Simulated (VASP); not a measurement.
# Pt (P6_3/mmc) in VASP: notebook

Runs on Pt. Level: BLYP. Tasks: single point, relaxation of cell and atoms.

Everything below comes from runs of VASP 6.6.1. Logs are shortened: lines on timing, memory, paths and dates and some standing lists are left out, and cuts for length are marked.

### Step 1. The cell of the first run

It takes space group P6_3/mmc (No. 194, hexagonal). The conventional cell has a = 2.951 Å, b = 2.951 Å, c = 9.928 Å, α = 90.00°, β = 90.00°, γ = 120.00°. Within 3.9 Å of Pt (site symmetry -3m) lie 12 Pt at 2.95 to 3.01 Å. Pt (site symmetry -6m2) has 12 Pt at 2.95 to 3.01 Å within 3.9 Å.

### Step 2. Single point, BLYP (volume scaled by 1.12)

INCAR

```
  AGGAC = 1.0
  AGGAX = 1.0
  ALDAC = 0.0
  ALDAX = 1.0
  ALGO = Normal
  EDIFF = 1E-6
  ENCUT = 520
  GGA = B5
  ISIF = 2
  ISMEAR = -1
  LASPH = True
  LCHARG = False
  LREAL = False
  LWAVE = False
  NBANDS = 28
  NELM = 100
  PREC = Accurate
  SIGMA = 0.1
```

KPOINTS

```
k-points
0
Gamma
  14 14 4
```

POSCAR

```
Pt
1.0
    2.9510519651      0.0000000000      0.0000000000
   -1.4755259826      2.5556859697      0.0000000000
    0.0000000000      0.0000000000      9.9284256184
Pt
4
Direct
    1.0000000000      1.0000000000      0.0000000000
    1.0000000000      1.0000000000      0.5000000000
    0.3333333333      0.6666666667      0.2500000000
    0.6666666667      0.3333333333      0.7500000000
```

Potentials or basis: VASP PAW PBE potentials, release 64 (Pt).

Launch:

```bash
$ cat potpaw_PBE.64/Pt/POTCAR > POTCAR
$ mpirun -np 1 vasp_std > vasp.out
```

OUTCAR:

```text
EDIFF = 1E-6
   ENCUT = 520
   GGA = B5
   ISIF = 2
   ISMEAR = -1
   LASPH = True
   LREAL = False
   NELM = 100
   PREC = Accurate

 ion  position               nearest neighbor table
   1  0.000  0.000  0.000-   3 3.01   4 3.01   4 3.01   3 3.01   4 3.01   3 3.01
   2  0.000  0.000  0.500-   3 3.01   4 3.01   4 3.01   3 3.01   4 3.01   3 3.01
   3  0.333  0.667  0.250-   1 3.01   2 3.01   1 3.01   2 3.01   1 3.01   2 3.01
   4  0.667  0.333  0.750-   1 3.01   2 3.01   1 3.01   2 3.01   1 3.01   2 3.01

  LATTYP: Found a hexagonal cell.
 ALAT       =     2.9510519651
 C/A-ratio  =     3.3643682781

  Lattice vectors:

 A1 = (   2.9510519651,   0.0000000000,   0.0000000000)
 A2 = (  -1.4755259826,   2.5556859697,   0.0000000000)
 A3 = (   0.0000000000,   0.0000000000,   9.9284256184)

Analysis of symmetry for initial positions (statically):
=====================================================================
 Subroutine PRICEL returns:
 Original cell was already a primitive cell.

 Routine SETGRP: Setting up the symmetry group for a
 hexagonal supercell.

 Subroutine GETGRP returns: Found 24 space group operations
 (whereof 12 operations were pure point group operations)
 out of a pool of 24 trial point group operations.

The static configuration has the point symmetry D_3d.
 The point group associated with its full space group is D_6h.

Analysis of symmetry for dynamics (positions and initial velocities):
=====================================================================
 Subroutine PRICEL returns:
 Original cell was already a primitive cell.

 Routine SETGRP: Setting up the symmetry group for a
 hexagonal supercell.

 Subroutine GETGRP returns: Found 24 space group operations
 (whereof 12 operations were pure point group operations)
 out of a pool of 24 trial point group operations.

The dynamic configuration has the point symmetry D_3d.
 The point group associated with its full space group is D_6h.

 Subroutine INISYM returns: Found 24 space group operations
 (whereof 12 operations are pure point group operations),
 and found     1 'primitive' translations

----------------------------------------------------------------------------------------

                                     Primitive cell

  volume of cell :      74.8798

  direct lattice vectors                    reciprocal lattice vectors
     2.951051965  0.000000000  0.000000000     0.338862213  0.195642190  0.000000000
    -1.475525983  2.555685970  0.000000000     0.000000000  0.391284380  0.000000000
     0.000000000  0.000000000  9.928425618     0.000000000  0.000000000  0.100720904

  length of vectors
     2.951051965  2.951051965  9.928425618     0.391284380  0.391284380  0.100720904

  position of ions in fractional coordinates (direct lattice)
     0.000000000  0.000000000  0.000000000
     0.000000000  0.000000000  0.500000000
     0.333333333  0.666666667  0.250000000
     0.666666667  0.333333333  0.750000000

  ion indices of the primitive-cell ions
   primitive index   ion index
                 1           1
                 2           2
                 3           3
                 4           4

----------------------------------------------------------------------------------------

 KPOINTS: k-points

Automatic generation of k-mesh.
 Grid dimensions read from file:
 generate k-points for:   14   14    4

 Generating k-lattice:

  Cartesian coordinates                     Fractional coordinates (reciprocal lattice)
     0.024204444  0.013974442  0.000000000     0.071428571  0.000000000  0.000000000
     0.000000000  0.027948884  0.000000000     0.000000000  0.071428571  0.000000000
     0.000000000  0.000000000  0.025180226     0.000000000  0.000000000  0.250000000

  Length of vectors
     0.027948884  0.027948884  0.025180226

  Shift w.r.t. Gamma in fractional coordinates (k-lattice)
     0.000000000  0.000000000  0.000000000

 Subroutine IBZKPT returns following result:
 ===========================================

 Found     72 irreducible k-points:

 Following reciprocal coordinates:
            Coordinates               Weight
  0.000000  0.000000  0.000000      1.000000
  0.071429 -0.000000  0.000000      6.000000
  0.142857 -0.000000  0.000000      6.000000
  0.214286  0.000000  0.000000      6.000000
  0.285714  0.000000  0.000000      6.000000
  0.357143 -0.000000  0.000000      6.000000
[... 16 lines left out ...]
  0.285714  0.285714  0.000000      6.000000
  0.357143  0.285714  0.000000      6.000000
 [... further k-points ...]
   k-points           NKPTS =     72   k-points in BZ     NKDIM =     72   number of bands    NBANDS=     28
   number of dos      NEDOS =    301   number of ions     NIONS =      4
   total plane-waves  NPLWV =  46080
   dimension x,y,z NGX =    24 NGY =   24 NGZ =   80
   dimension x,y,z NGXF=    48 NGYF=   48 NGZF=  160
   ions per type =               4
   NGX,Y,Z   is equivalent  to a cutoff of  13.52, 13.52, 13.40 a.u.
   NGXF,Y,Z  is equivalent  to a cutoff of  27.04, 27.04, 26.79 a.u.
 SYSTEM =  unknown system
   PREC   = accura    normal or accurate (medium, high low for compatibility)
   ISTART =      0    job   : 0-new  1-cont  2-samecut
   ICHARG =      2    charge: 1-file 2-atom 10-const
   ISPIN  =      1    spin polarized calculation?
   LNONCOLLINEAR =      F non collinear calculations
   LSORBIT =      F    spin-orbit coupling
   LASPH  =      T    aspherical Exc in radial PAW
   ENCUT  =  520.0 eV  38.22 Ry    6.18 a.u.   5.49  5.49 18.46*2*pi/ulx,y,z
   NELM   =    100;   NELMIN=  2; NELMDL= -5     # of ELM steps
   EDIFF  = 0.1E-05   stopping-criterion for ELM
   LREAL  =      F    real-space projection
   EDIFFG = 0.1E-04   stopping-criterion for IOM
   NSW    =      0    number of steps for IOM
   IBRION =     -1    ionic relax: 0-MD 1-quasi-New 2-CG
   NFREE  =      0    steps in history (QN), initial steepest desc. (CG)
   ISIF   =      2    stress and relaxation
   ISYM   =      2    0-nonsym 1-usesym 2-fastsym
   POTIM  = 0.5000    time-step for ionic-motion
   TEBEG  =    0.0;   TEEND  =   0.0 temperature during run
   PSTRESS=    0.0 pullay stress
   NELECT =      40.0000    total number of electrons
   NUPDOWN=      -1.0000    fix difference up-down
   EMIN   =  10.00;   EMAX   =-10.00  energy-range for DOS
   EFERMI =   0.00;   METHOD = LEGACY
   ISMEAR =    -1;   SIGMA  =   0.10  broadening in eV -4-tet -1-fermi 0-gaus
   EFERMI_NEDOS =   21; number of points for ismear=-14 and -15
   IALGO  =     38    algorithm
   IMIX   =      4    mixing-type and parameters
     AMIX     =   0.40;   BMIX     =  1.00
     AMIX_MAG =   1.60;   BMIX_MAG =  1.00
  volume/ion in A,a.u.               =      18.72       126.33
  Fermi-wavevector in a.u.,A,eV,Ry     =   1.328332  2.510183 24.007010  1.764465
  Thomas-Fermi vector in A             =   2.457577
   LORBIT       =      0    0 simple, 1 ext, 2 COOP (PROOUT), +10 PAW based schemes
   GGA     = B5    functional components
   LHFCALC =     F    Hartree Fock is set to
   AEXX    =    0.0000 exact exchange contribution
   IVDW    =     0    specifies the selected vdW correction
   LEPSILON=     F    determine dielectric tensor
   LRPA    =     F    only Hartree local field effects (RPA)
 non-spin polarized calculation
  energy-cutoff  :      520.00
  volume of cell :       74.88
 maximum number of plane-waves:      2065
 NGX is ok and might be reduce to    24
   NGX = 11   NGY = 11   NGZ = 37

 number of electron      39.9999996 magnetization

 Free energy of the ion-electron system (eV)
  ---------------------------------------------------
  ext. energy  EPLUGINS =         0.00000000
  ---------------------------------------------------
  free energy    TOTEN  =       -19.61473459 eV

  energy without entropy =      -19.33015538  energy(sigma->0) =      -19.47244498

 E-fermi :   8.1261     XC(G=0): -11.5648

 val. band max:        8.1250444519   @ k =   0.5000   0.0000   0.0000
 cond. band min:       8.1287582468   @ k =   0.4286   0.0000   0.2500
 fundamental gap:      0.0037137949
 Fermi energy:         8.1261148817

 k-point     1 :       0.0000    0.0000    0.0000
  band No.  band energies     occupation
      1       0.2323      2.00000
      2       1.8481      2.00000
      3       1.8523      2.00000
      4       2.7192      2.00000
      5       5.2157      2.00000
      6       5.2521      2.00000
[... 20 lines left out ...]
     27      19.6322      0.00000
     28      23.2982      0.00000

 k-point     2 :       0.0714   -0.0000    0.0000
  band No.  band energies     occupation
      1       0.3856      2.00000
      2       1.9956      2.00000
      3       1.9997      2.00000
      4       2.8537      2.00000
      5       5.0761      2.00000
      6       5.1770      2.00000
[... 20 lines left out ...]
     27      19.7081      0.00000
     28      23.4900      0.00000

 k-point     3 :       0.1429   -0.0000    0.0000
  band No.  band energies     occupation
      1       0.8294      2.00000
      2       2.4031      2.00000
      3       2.4066      2.00000
      4       3.2178      2.00000
      5       4.8063      2.00000
      6       4.9918      2.00000
[... 20 lines left out ...]
     27      19.8981      0.00000
     28      22.6346      0.00000

 k-point     4 :       0.2143    0.0000    0.0000
  band No.  band energies     occupation
      1       1.5049      2.00000
      2       2.9211      2.00000
      3       2.9226      2.00000
      4       3.6409      2.00000
      5       4.5671      2.00000
      6       4.7524      2.00000
[... 20 lines left out ...]
     27      20.0065      0.00000
     28      20.4884      0.00000

 k-point     5 :       0.2857    0.0000    0.0000
  band No.  band energies     occupation
      1       2.2650      2.00000
      2       3.2278      2.00000
      3       3.2532      2.00000
      4       3.7688      2.00000
      5       4.4101      2.00000
      6       4.4738      2.00000
[... 20 lines left out ...]
     27      18.7853      0.00000
     28      19.0235      0.00000

 k-point     6 :       0.3571   -0.0000    0.0000
  band No.  band energies     occupation
      1       2.7858      2.00000
      2       3.2181      2.00000
      3       3.3655      2.00000
      4       3.6640      2.00000
      5       4.2065      2.00000
      6       4.3093      2.00000
[... 463 lines left out ...]
      5       4.2976      2.00000
      6       4.5878      2.00000
[... 20 lines left out ...]
     27      15.4781      0.00000
     28      16.6831      0.00000

 k-point    22 :       0.3571    0.2143    0.0000
  band No.  band energies     occupation
      1       3.6527      2.00000
      2       3.7047      2.00000
      3       4.1278      2.00000
      4       4.4571      2.00000
      5       4.5382      2.00000
      6       4.5984      2.00000
[... 20 lines left out ...]
     27      15.2740      0.00000
     28      16.1860      0.00000

 k-point    23 :       0.2857    0.2857    0.0000
  band No.  band energies     occupation
      1       3.9671      2.00000
      2       3.9742      2.00000
      3       4.2131      2.00000
      4       4.2733      2.00000
      5       4.6246      2.00000
      6       4.6396      2.00000
[... 20 lines left out ...]
     27      15.7998      0.00000
     28      16.3617      0.00000

 k-point    24 :       0.3571    0.2857    0.0000
  band No.  band energies     occupation
      1       4.0290      2.00000
      2       4.0610      2.00000
      3       4.4163      2.00000
      4       4.4256      2.00000
      5       4.4439      2.00000
      6       4.5181      2.00000
[... 20 lines left out ...]
     27      15.0390      0.00000
     28      15.8272      0.00000

 [... further k-points ...]
[... 5 lines left out ...]
  --------------------------------------------------------------------------------------
  -------------------------------------------------------------------------------------
  Total       -7.4106962     -7.4106962     -7.0182825      0.0000000      0.0000000      0.0000000
  in kB     -158.5640975   -158.5640975   -150.1677584      0.0000000      0.0000000      0.0000000
  external PRESSURE =    -155.7653178 kB  Pullay stress =       0.0000000 kB

 VOLUME and BASIS-vectors are now :
 -----------------------------------------------------------------------------
  energy-cutoff  :      520.00
  volume of cell :       74.88
      direct lattice vectors                 reciprocal lattice vectors
     2.951051965  0.000000000  0.000000000     0.338862213  0.195642190  0.000000000
    -1.475525983  2.555685970  0.000000000     0.000000000  0.391284380  0.000000000
     0.000000000  0.000000000  9.928425618     0.000000000  0.000000000  0.100720904

 POSITION                                       TOTAL-FORCE (eV/Angst)
 -----------------------------------------------------------------------------------
      0.00000      0.00000      0.00000         0.000000      0.000000      0.000000
      0.00000      0.00000      4.96421         0.000000      0.000000      0.000000
     -0.00000      1.70379      2.48211        -0.000000      0.000000     -0.000000
      1.47553      0.85190      7.44632         0.000000     -0.000000      0.000000
 -----------------------------------------------------------------------------------
    total drift:                               -0.000000      0.000000     -0.000000

  FREE ENERGIE OF THE ION-ELECTRON SYSTEM (eV)
  ---------------------------------------------------
  free  energy   TOTEN  =       -19.6147345868 eV

  energy  without entropy=      -19.3301553781  energy(sigma->0) =      -19.47244498
```

It took 2 min on 1 thread of Intel Xeon 6975P-C, shared host; peak memory 0.27 GiB.

What came out:

```yaml
Free_energy: -19.6147 eV
Pressure: -15.6 GPa
Band_gap_on_the_k_mesh: zero (band 20 reaches 8.38 eV, above the bottom of band 21 at 7.44 eV)
```

Caveat: the cell differs from its parent crystal (volume scaled by 1.12); the PAW data sets were made with another functional, which shifts forces and pressure a little; spin-orbit coupling is left out, which moves the levels of the heavy elements.

### Step 3. Relaxation of cell and atoms, BLYP

This run uses another cell than the first one, of 15.09 Å³/atom, 0.806 times its volume.

INCAR

```
SYSTEM = Pt
PREC = Accurate
ENCUT = 500
EDIFF = 1E-7
ISMEAR = -1
SIGMA = 0.1
LREAL = .False.
LASPH = .True.
NELM = 120
ALGO = Normal
ISIF = 3
LWAVE = .False.
LCHARG = .False.
GGA = B5
ALDAX = 1.0
AGGAX = 1.0
AGGAC = 1.0
ALDAC = 0.0
IBRION = 2
NSW = 80
EDIFFG = -0.01
GGA_COMPAT = .False.
NELMIN = 4
```

KPOINTS

```
regular mesh
0
Gamma
  13 13 4
  0 0 0
```

POSCAR

```
Pt
1.0
    2.7740467412      0.0000000000      0.0000000000
   -1.3870233706      2.4023949491      0.0000000000
    0.0000000000      0.0000000000      9.0600366567
Pt
4
Direct
    0.0000000000      0.0000000000      0.0000000000
    0.0000000000      0.0000000000      0.5000000000
    0.3333333333      0.6666666667      0.2500000000
    0.6666666667      0.3333333333      0.7500000000
```

Potentials or basis: VASP PAW PBE potentials, release 64 (Pt_sv_GW).

Launch:

```bash
$ cat potpaw_PBE.64/Pt_sv_GW/POTCAR > POTCAR
$ mpirun -np 1 vasp_std > vasp.out
```

It took 23 min on 1 thread of Intel Xeon Platinum 8259CL at 2.50GHz (Skylake/Cascade Lake), shared host; peak memory 0.26 GiB.

Results (log left out):

```yaml
Free_energy: -20.0876 eV
Relaxed_volume: 16.56 Å³/atom
Relaxed_cell: a = 2.835 Å, b = 2.835 Å, c = 9.512 Å, α = 90.00°, β = 90.00°, γ = 120.00°
Space_group_after_relaxing_to_0.05_Å: P6_3/mmc (No. 194)
Energy_gained_by_relaxing: 103.1 meV/atom
Ionic_steps: 10
Pressure_after_relaxing: 0.1 GPa
Band_gap_on_the_k_mesh: zero (band 36 reaches 9.97 eV, above the bottom of band 37 at 8.84 eV)
```

The path:
| step | energy change (eV) | largest force (eV/Å) | pressure (GPa) | volume (Å³) |
| --- | --- | --- | --- | --- |
| 1 | 0.0000 | 0.0000 | 24.60 | 60.38 |
| 2 | 1.1859 | 0.0000 | -23.27 | 82.98 |
| 3 | -0.4025 | 0.0000 | -1.81 | 66.80 |
| 4 | -0.4056 | 0.0000 | -0.34 | 66.32 |
| 5 | -0.4057 | 0.0000 | 0.06 | 66.20 |
| 6 | -0.4097 | 0.0000 | 0.06 | 66.18 |
| 7 | -0.4122 | 0.0000 | 0.26 | 66.14 |
| 8 | -0.4122 | 0.0000 | 0.24 | 66.14 |
| 9 | -0.4120 | 0.0000 | -0.59 | 66.41 |
| 10 | -0.4123 | 0.0000 | 0.06 | 66.23 |

Final structure:
```xyz
4
Lattice="2.8353 0.0000 0.0000 -1.4177 2.4555 0.0000 0.0000 0.0000 9.5123" Properties=species:S:1:pos:R:3 pbc="T T T"
Pt    0.0000    0.0000    0.0000
Pt    0.0000    0.0000    4.7562
Pt    0.0000    1.6370    2.3781
Pt    1.4177    0.8185    7.1342
```

Levels at points of the mesh, in eV from the Fermi level:
| k point | band 32 | band 33 | band 34 | band 35 | band 36 | band 37 | band 38 | band 39 | band 40 | band 41 |
| --- | --- | --- | --- | --- | --- | --- | --- | --- | --- | --- |
| (0.00, 0.00, 0.00) | -1.71 | -1.71 | -1.17 | -1.17 | -0.81 | -0.81 | -0.13 | -0.13 | 0.01 | 4.81 |
| (0.00, 0.00, 0.50) | -1.98 | -1.47 | -1.47 | -1.47 | -1.47 | -0.42 | -0.42 | -0.42 | -0.42 | 7.79 |

Caveat: the PAW data sets were made with another functional, which shifts forces and pressure a little; spin-orbit coupling is left out, which moves the levels of the heavy elements.
